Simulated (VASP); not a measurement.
# C (P6_3/mmc) in VASP: notebook

C is run at these levels: RPBE+D3(BJ), PBE; tasks: single point.

All numbers are computed with VASP 6.6.1; they aren't measurements. Logs are shortened: lines on timing, memory, paths and dates and some standing lists are left out, and cuts for length are marked.

### Step 1. The cell of the first run

Symmetry: P6_3/mmc, No. 194, hexagonal system. Conventional cell: a = 2.555 Å, b = 2.555 Å, c = 8.345 Å, α = 90.00°, β = 90.00°, γ = 120.00°. C (site symmetry 3m) has 4 C at 1.56 Å within 2.1 Å. Within 2.1 Å of C (site symmetry 3m) lie 4 C at 1.56 Å.

### Step 2. Single point, RPBE+D3(BJ)

The input, INCAR:

```
SYSTEM = C
PREC = Accurate
ENCUT = 520
EDIFF = 1E-7
ISMEAR = -1
SIGMA = 0.05
LREAL = .False.
LASPH = .True.
NELM = 100
ALGO = Normal
ISIF = 2
LWAVE = .False.
LCHARG = .True.
GGA = RP
IVDW = 12
LELF = .True.
LVHAR = .True.
NBANDS = 26
```

The input, KPOINTS:

```
regular mesh
0
Gamma
  12 12 4
  0 0 0
```

The input, POSCAR:

```
C
1.0
    2.5552893324      0.0000000000      0.0000000000
   -1.2776446662      2.2129454759      0.0000000000
    0.0000000000      0.0000000000      8.3454953252
C
8
Direct
    0.6666666667      0.3333333333      0.8437500000
    0.3333333333      0.6666666667      0.3437500000
    0.6666666667      0.3333333333      0.6562500000
    0.3333333333      0.6666666667      0.1562500000
    0.0000000000      0.0000000000      0.9062500000
    0.0000000000      0.0000000000      0.4062500000
    0.0000000000      0.0000000000      0.5937500000
    0.0000000000      0.0000000000      0.0937500000
```

Potentials or basis: VASP PAW PBE potentials, release 64 (C).

Command:

```
$ cat potpaw_PBE.64/C/POTCAR > POTCAR
$ mpirun -np 1 vasp_std > vasp.out
```

OUTCAR:

```text
SYSTEM = C
   PREC = Accurate
   ENCUT = 520
   EDIFF = 1E-7
   ISMEAR = -1
   LREAL = .False.
   LASPH = .True.
   NELM = 100
   ISIF = 2
   GGA = RP
   IVDW = 12
 IVDW          = 12

 ion  position               nearest neighbor table
   1  0.667  0.333  0.844-   3 1.56   5 1.56   5 1.56   5 1.56
   2  0.333  0.667  0.344-   4 1.56   6 1.56   6 1.56   6 1.56
   3  0.667  0.333  0.656-   1 1.56   7 1.56   7 1.56   7 1.56
   4  0.333  0.667  0.156-   2 1.56   8 1.56   8 1.56   8 1.56
   5  0.000  0.000  0.906-   8 1.56   1 1.56   1 1.56   1 1.56
   6  0.000  0.000  0.406-   7 1.56   2 1.56   2 1.56   2 1.56
   7  0.000  0.000  0.594-   6 1.56   3 1.56   3 1.56   3 1.56
   8  0.000  0.000  0.094-   5 1.56   4 1.56   4 1.56   4 1.56

  LATTYP: Found a hexagonal cell.
 ALAT       =     2.5552893324
 C/A-ratio  =     3.2659688355

  Lattice vectors:

 A1 = (   2.5552893324,   0.0000000000,   0.0000000000)
 A2 = (  -1.2776446662,   2.2129454759,   0.0000000000)
 A3 = (   0.0000000000,   0.0000000000,   8.3454953252)

Analysis of symmetry for initial positions (statically):
=====================================================================
 Subroutine PRICEL returns:
 Original cell was already a primitive cell.

 Routine SETGRP: Setting up the symmetry group for a
 hexagonal supercell.

 Subroutine GETGRP returns: Found 24 space group operations
 (whereof 12 operations were pure point group operations)
 out of a pool of 24 trial point group operations.

The static configuration has the point symmetry D_3d.
 The point group associated with its full space group is D_6h.

Analysis of symmetry for dynamics (positions and initial velocities):
=====================================================================
 Subroutine PRICEL returns:
 Original cell was already a primitive cell.

 Routine SETGRP: Setting up the symmetry group for a
 hexagonal supercell.

 Subroutine GETGRP returns: Found 24 space group operations
 (whereof 12 operations were pure point group operations)
 out of a pool of 24 trial point group operations.

The dynamic configuration has the point symmetry D_3d.
 The point group associated with its full space group is D_6h.

 Subroutine INISYM returns: Found 24 space group operations
 (whereof 12 operations are pure point group operations),
 and found     1 'primitive' translations

----------------------------------------------------------------------------------------

                                     Primitive cell

  volume of cell :      47.1914

  direct lattice vectors                    reciprocal lattice vectors
     2.555289332  0.000000000  0.000000000     0.391345116  0.225943208  0.000000000
    -1.277644666  2.212945476  0.000000000     0.000000000  0.451886416  0.000000000
     0.000000000  0.000000000  8.345495325     0.000000000  0.000000000  0.119825123

  length of vectors
     2.555289332  2.555289332  8.345495325     0.451886416  0.451886416  0.119825123

  position of ions in fractional coordinates (direct lattice)
     0.666666667  0.333333333  0.843750000
     0.333333333  0.666666667  0.343750000
     0.666666667  0.333333333  0.656250000
     0.333333333  0.666666667  0.156250000
     0.000000000  0.000000000  0.906250000
     0.000000000  0.000000000  0.406250000
     0.000000000  0.000000000  0.593750000
     0.000000000  0.000000000  0.093750000

  ion indices of the primitive-cell ions
   primitive index   ion index
                 1           1
                 2           2
                 3           3
                 4           4
                 5           5
                 6           6
                 7           7
                 8           8

----------------------------------------------------------------------------------------

 KPOINTS: regular mesh

Automatic generation of k-mesh.
 Grid dimensions read from file:
 generate k-points for:   12   12    4

 Generating k-lattice:

  Cartesian coordinates                     Fractional coordinates (reciprocal lattice)
     0.032612093  0.018828601  0.000000000     0.083333333  0.000000000  0.000000000
     0.000000000  0.037657201  0.000000000     0.000000000  0.083333333  0.000000000
     0.000000000  0.000000000  0.029956281     0.000000000  0.000000000  0.250000000

  Length of vectors
     0.037657201  0.037657201  0.029956281

  Shift w.r.t. Gamma in fractional coordinates (k-lattice)
     0.000000000  0.000000000  0.000000000

 Subroutine IBZKPT returns following result:
 ===========================================

 Found     57 irreducible k-points:

 Following reciprocal coordinates:
            Coordinates               Weight
  0.000000  0.000000  0.000000      1.000000
  0.083333  0.000000  0.000000      6.000000
  0.166667  0.000000  0.000000      6.000000
  0.250000  0.000000  0.000000      6.000000
  0.333333  0.000000  0.000000      6.000000
  0.416667  0.000000  0.000000      6.000000
[... 16 lines left out ...]
  0.250000  0.000000  0.250000     12.000000
  0.333333  0.000000  0.250000     12.000000
 [... further k-points ...]
   k-points           NKPTS =     57   k-points in BZ     NKDIM =     57   number of bands    NBANDS=     26
   number of dos      NEDOS =    301   number of ions     NIONS =      8
   total plane-waves  NPLWV =  25600
   dimension x,y,z NGX =    20 NGY =   20 NGZ =   64
   dimension x,y,z NGXF=    40 NGYF=   40 NGZF=  128
   ions per type =               8
   NGX,Y,Z   is equivalent  to a cutoff of  13.01, 13.01, 12.75 a.u.
   NGXF,Y,Z  is equivalent  to a cutoff of  26.02, 26.02, 25.50 a.u.
 SYSTEM =  C
   PREC   = accura    normal or accurate (medium, high low for compatibility)
   ISTART =      0    job   : 0-new  1-cont  2-samecut
   ICHARG =      2    charge: 1-file 2-atom 10-const
   ISPIN  =      1    spin polarized calculation?
   LNONCOLLINEAR =      F non collinear calculations
   LSORBIT =      F    spin-orbit coupling
   LASPH  =      T    aspherical Exc in radial PAW
   ENCUT  =  520.0 eV  38.22 Ry    6.18 a.u.   4.75  4.75 15.52*2*pi/ulx,y,z
   NELM   =    100;   NELMIN=  2; NELMDL= -5     # of ELM steps
   EDIFF  = 0.1E-06   stopping-criterion for ELM
   LREAL  =      F    real-space projection
   EDIFFG = 0.1E-05   stopping-criterion for IOM
   NSW    =      0    number of steps for IOM
   IBRION =     -1    ionic relax: 0-MD 1-quasi-New 2-CG
   NFREE  =      0    steps in history (QN), initial steepest desc. (CG)
   ISIF   =      2    stress and relaxation
   ISYM   =      2    0-nonsym 1-usesym 2-fastsym
   POTIM  = 0.5000    time-step for ionic-motion
   TEBEG  =    0.0;   TEEND  =   0.0 temperature during run
   PSTRESS=    0.0 pullay stress
   NELECT =      32.0000    total number of electrons
   NUPDOWN=      -1.0000    fix difference up-down
   EMIN   =  10.00;   EMAX   =-10.00  energy-range for DOS
   EFERMI =   0.00;   METHOD = LEGACY
   ISMEAR =    -1;   SIGMA  =   0.05  broadening in eV -4-tet -1-fermi 0-gaus
   EFERMI_NEDOS =   21; number of points for ismear=-14 and -15
   IALGO  =     38    algorithm
   IMIX   =      4    mixing-type and parameters
     AMIX     =   0.40;   BMIX     =  1.00
     AMIX_MAG =   1.60;   BMIX_MAG =  1.00
  volume/ion in A,a.u.               =       5.90        39.81
  Fermi-wavevector in a.u.,A,eV,Ry     =   1.438259  2.717916 28.144872  2.068590
  Thomas-Fermi vector in A             =   2.557246
   LORBIT       =      0    0 simple, 1 ext, 2 COOP (PROOUT), +10 PAW based schemes
   GGA     = RP    functional components
   LHFCALC =     F    Hartree Fock is set to
   AEXX    =    0.0000 exact exchange contribution
   IVDW    =    12    specifies the selected vdW correction
   LEPSILON=     F    determine dielectric tensor
   LRPA    =     F    only Hartree local field effects (RPA)
 non-spin polarized calculation
  energy-cutoff  :      520.00
  volume of cell :       47.19
 maximum number of plane-waves:      1288
 NGX is ok and might be reduce to    20
   NGX =  9   NGY =  9   NGZ = 31

 number of electron      31.9999995 magnetization

 Free energy of the ion-electron system (eV)
  ---------------------------------------------------
  ext. energy  EPLUGINS =         0.00000000
  ---------------------------------------------------
  free energy    TOTEN  =       -68.82896185 eV

  energy without entropy =      -68.82896185  energy(sigma->0) =      -68.82896185

 E-fermi :  10.4416     XC(G=0): -12.9625

 val. band max:        9.4214747271   @ k =   0.0000   0.0000   0.0000
 cond. band min:      13.7424661819   @ k =   0.4167   0.0000   0.0000
 fundamental gap:      4.3209914548
 Fermi energy:        10.4416010359

 k-point     1 :       0.0000    0.0000    0.0000
  band No.  band energies     occupation
      1     -11.7554      2.00000
      2     -10.1061      2.00000
      3     -10.0574      2.00000
      4      -6.1840      2.00000
      5      -3.6982      2.00000
      6       2.8408      2.00000
[... 18 lines left out ...]
     25      17.1844      0.00000
     26      17.2855      0.00000

 k-point     2 :       0.0833    0.0000    0.0000
  band No.  band energies     occupation
      1     -11.5892      2.00000
      2      -9.9434      2.00000
      3      -9.8938      2.00000
      4      -6.0346      2.00000
      5      -3.5488      2.00000
      6       2.9147      2.00000
[... 18 lines left out ...]
     25      17.7185      0.00000
     26      17.7807      0.00000

 k-point     3 :       0.1667    0.0000    0.0000
  band No.  band energies     occupation
      1     -11.0928      2.00000
      2      -9.4577      2.00000
      3      -9.4051      2.00000
      4      -5.5885      2.00000
      5      -3.1161      2.00000
      6       3.0258      2.00000
[... 18 lines left out ...]
     25      18.6079      0.00000
     26      19.1565      0.00000

 k-point     4 :       0.2500    0.0000    0.0000
  band No.  band energies     occupation
      1     -10.2733      2.00000
      2      -8.6590      2.00000
      3      -8.5994      2.00000
      4      -4.8544      2.00000
      5      -2.4764      2.00000
      6       1.3414      2.00000
[... 18 lines left out ...]
     25      19.7735      0.00000
     26      19.8868      0.00000

 k-point     5 :       0.3333    0.0000    0.0000
  band No.  band energies     occupation
      1      -9.1480      2.00000
      2      -7.5746      2.00000
      3      -7.4966      2.00000
      4      -3.8621      2.00000
      5      -2.1490      2.00000
      6      -0.6211      2.00000
[... 18 lines left out ...]
     25      20.3778      0.00000
     26      20.8365      0.00000

 k-point     6 :       0.4167    0.0000    0.0000
  band No.  band energies     occupation
      1      -7.7681      2.00000
      2      -6.3303      2.00000
      3      -6.1621      2.00000
      4      -3.4784      2.00000
      5      -2.8915      2.00000
      6      -2.2124      2.00000
[... 427 lines left out ...]
 k-point    21 :       0.0833    0.0000    0.2500
  band No.  band energies     occupation
      1     -11.4837      2.00000
      2     -10.6449      2.00000
      3      -9.0002      2.00000
      4      -6.7518      2.00000
      5      -2.6586      2.00000
      6       0.9298      2.00000
[... 18 lines left out ...]
     25      17.8345      0.00000
     26      17.9346      0.00000

 k-point    22 :       0.1667    0.0000    0.2500
  band No.  band energies     occupation
      1     -10.9878      2.00000
      2     -10.1534      2.00000
      3      -8.5193      2.00000
      4      -6.2939      2.00000
      5      -2.2483      2.00000
      6       1.2120      2.00000
[... 18 lines left out ...]
     25      19.1937      0.00000
     26      19.3071      0.00000

 k-point    23 :       0.2500    0.0000    0.2500
  band No.  band energies     occupation
      1     -10.1693      2.00000
      2      -9.3431      2.00000
      3      -7.7290      2.00000
      4      -5.5432      2.00000
      5      -1.6591      2.00000
      6       1.1653      2.00000
[... 18 lines left out ...]
     25      19.4503      0.00000
     26      20.7324      0.00000

 k-point    24 :       0.3333    0.0000    0.2500
  band No.  band energies     occupation
      1      -9.0457      2.00000
      2      -8.2348      2.00000
      3      -6.6575      2.00000
      4      -4.5421      2.00000
      5      -1.6382      2.00000
      6      -0.5912      2.00000
[... 18 lines left out ...]
     25      19.6154      0.00000
     26      21.3782      0.00000

 [... further k-points ...]

------------------------ aborting loop because EDIFF is reached ----------------------------------------

 Edisp (eV)   -4.46003

 E8    (eV) :    -1.9525

  FORCE on cell =-STRESS in cart. coord.  units (eV):
  Direction    XX          YY          ZZ          XY          YZ          ZX
  --------------------------------------------------------------------------------------
  -------------------------------------------------------------------------------------
  Total      -8.40580    -8.40580    -5.13212     0.00000    -0.00000     0.00000
  in kB    -285.38203  -285.38203  -174.23865     0.00000    -0.00000     0.00000
  external pressure =     -248.33 kB  Pullay stress =        0.00 kB

 VOLUME and BASIS-vectors are now :
 -----------------------------------------------------------------------------
  energy-cutoff  :      520.00
  volume of cell :       47.19
      direct lattice vectors                 reciprocal lattice vectors
     2.555289332  0.000000000  0.000000000     0.391345116  0.225943208  0.000000000
    -1.277644666  2.212945476  0.000000000     0.000000000  0.451886416  0.000000000
     0.000000000  0.000000000  8.345495325     0.000000000  0.000000000  0.119825123

 POSITION                                       TOTAL-FORCE (eV/Angst)
 -----------------------------------------------------------------------------------
      1.27764      0.73765      7.04151         0.000000      0.000000      0.298204
     -0.00000      1.47530      2.86876         0.000000     -0.000000      0.298204
      1.27764      0.73765      5.47673        -0.000000      0.000000     -0.298204
     -0.00000      1.47530      1.30398         0.000000     -0.000000     -0.298204
      0.00000      0.00000      7.56311        -0.000000      0.000000      0.310682
      0.00000      0.00000      3.39036        -0.000000     -0.000000      0.310682
      0.00000      0.00000      4.95514         0.000000      0.000000     -0.310682
      0.00000      0.00000      0.78239        -0.000000      0.000000     -0.310682
 -----------------------------------------------------------------------------------
    total drift:                               -0.000000      0.000000      0.000000

  FREE ENERGIE OF THE ION-ELECTRON SYSTEM (eV)
  ---------------------------------------------------
  free  energy   TOTEN  =       -73.2889898646 eV

  energy  without entropy=      -73.2889898646  energy(sigma->0) =      -73.28898986
```

Run time: 97 s. Hardware: 1 thread of AMD EPYC 7R13, shared host; peak memory 0.18 GiB.

Results:

```
Free energy                : -73.2890 eV
Pressure                   : -24.8 GPa
Largest force              : 0.311 eV/Å
Band gap on the k mesh     : 4.32 eV (least direct gap 5.10 eV)
Dispersion energy per atom : -0.558 eV
```

Forces in eV/Å, atoms in the order of the input:
```
C    0.000  0.000  0.298
C    0.000  0.000  0.298
C    0.000  0.000 -0.298
C    0.000  0.000 -0.298
C    0.000  0.000  0.311
C    0.000  0.000  0.311
C    0.000  0.000 -0.311
C    0.000  0.000 -0.311
```

Stress tensor (GPa, compression positive):
```
-28.54   0.00   0.00
  0.00 -28.54   0.00
  0.00   0.00 -17.42
```

Caveat: the cell stands under tension; the PAW data sets were made with another functional, which shifts forces and pressure a little. A k mesh can miss the band edges.

### Step 3. Single point, PBE

The input, INCAR:

```
  ALGO = Normal
  EDIFF = 1E-6
  ENCUT = 520
  GGA = PE
  ISIF = 2
  ISMEAR = -1
  LASPH = True
  LCHARG = False
  LREAL = False
  LWAVE = False
  NBANDS = 26
  NELM = 80
  PREC = Accurate
  SIGMA = 0.05
```

The input, KPOINTS:

```
k-points
0
Gamma
  12 12 4
```

POSCAR is that of step 2.

Potentials or basis: VASP PAW PBE potentials, release 64 (C).

Command:

```
$ cat potpaw_PBE.64/C/POTCAR > POTCAR
$ mpirun -np 1 vasp_std > vasp.out
```

It took 78 s on 1 thread of AMD EPYC 7R13, shared host; peak memory 0.15 GiB.

The run converged. Its results:

- Free energy: -72.5888 eV
- Pressure: -13.3 GPa
- Largest force: 0.305 eV/Å
- Band gap on the k mesh: 4.32 eV (least direct gap 5.10 eV)

Forces in eV/Å, atoms in the order of the input:
```
C    0.000  0.000  0.300
C    0.000  0.000  0.300
C    0.000  0.000 -0.300
C    0.000  0.000 -0.300
C    0.000  0.000  0.305
C    0.000  0.000  0.305
C    0.000  0.000 -0.305
C    0.000  0.000 -0.305
```

Stress tensor (GPa, compression positive):
```
-17.03   0.00   0.00
  0.00 -17.03   0.00
  0.00   0.00  -5.95
```

Levels at points of the mesh, in eV from the valence-band top:
| k point | band 12 | band 13 | band 14 | band 15 | band 16 | band 17 | band 18 | band 19 | band 20 | band 21 |
| --- | --- | --- | --- | --- | --- | --- | --- | --- | --- | --- |
| (0.00, 0.00, 0.00) | -1.67 | -1.67 | -0.21 | 0.00 | 0.00 | 5.10 | 5.10 | 5.60 | 6.86 | 6.86 |
| (0.50, 0.00, 0.00) | -4.83 | -4.81 | -4.39 | -3.56 | -2.82 | 4.37 | 5.44 | 5.76 | 5.91 | 6.72 |
| (0.00, 0.00, 0.50) | -2.47 | -0.65 | -0.65 | -0.65 | -0.65 | 5.86 | 5.86 | 5.86 | 5.86 | 6.52 |
| (0.50, 0.00, 0.50) | -5.84 | -4.56 | -4.56 | -3.52 | -3.52 | 4.72 | 4.72 | 6.98 | 6.98 | 7.38 |

Caveat: the cell stands under tension. A k mesh can miss the band edges.
